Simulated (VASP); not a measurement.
# CsCl: electric field gradients with PBE

CsCl:

```
Cs Cl
1.0
     4.08835    0.00000    0.00000
     0.00000    4.08835    0.00000
     0.00000    0.00000    4.08835
Cs Cl
1 1
Direct
  0.00000 0.00000 0.00000
  0.50000 0.50000 0.50000
```

This cell differs from its parent crystal: volume scaled by 0.975.

- Program: VASP 6.6.1
- Task: electric field gradients
- Functional: PBE
- Potentials or basis: VASP PAW PBE potentials, release 64 (Cs_sv, Cl)
- Cutoff: 400 eV
- k mesh: 6 × 6 × 6
- Occupations: fermi-dirac, width 0.03 eV
- Spin: no spin polarisation
- Dipole correction: no
- Further INCAR settings: ALGO = Normal; EDIFF = 1e-08; NBANDS = 15

```json
{
 "Pressure": "1.6 GPa",
 "Band gap on the k mesh": "5.37 eV, direct"
}
```

Levels at points of the mesh, in eV from the valence-band top:
```tsv
k point	band 4	band 5	band 6	band 7	band 8	band 9	band 10	band 11	band 12	band 13
(0.00, 0.00, 0.00)	-5.82	-5.82	0.00	0.00	0.00	5.37	5.37	5.38	10.12	10.12
(0.50, 0.00, 0.00)	-5.66	-5.66	-1.22	-0.26	-0.26	6.42	7.73	9.05	9.27	9.61
(0.50, 0.50, 0.00)	-6.65	-5.57	-0.43	-0.43	-0.07	5.97	6.05	8.01	8.01	12.18
(0.50, 0.50, 0.50)	-6.38	-6.38	-1.16	-1.16	-1.16	8.61	8.61	8.61	10.68	10.68
```

It took 12 s on 1 thread of Intel(R) Xeon(R) Platinum 8259CL CPU @ 2.50GHz (Skylake/Cascade Lake), with other jobs on the host, peak memory 0.15 GiB.

Caveat: without QUAD_EFG the Cq values of the log hold for a quadrupole moment of 1 mb, not for the nuclei; spin-orbit coupling is left out, which moves the levels of the heavy elements. A k mesh can miss the band edges.
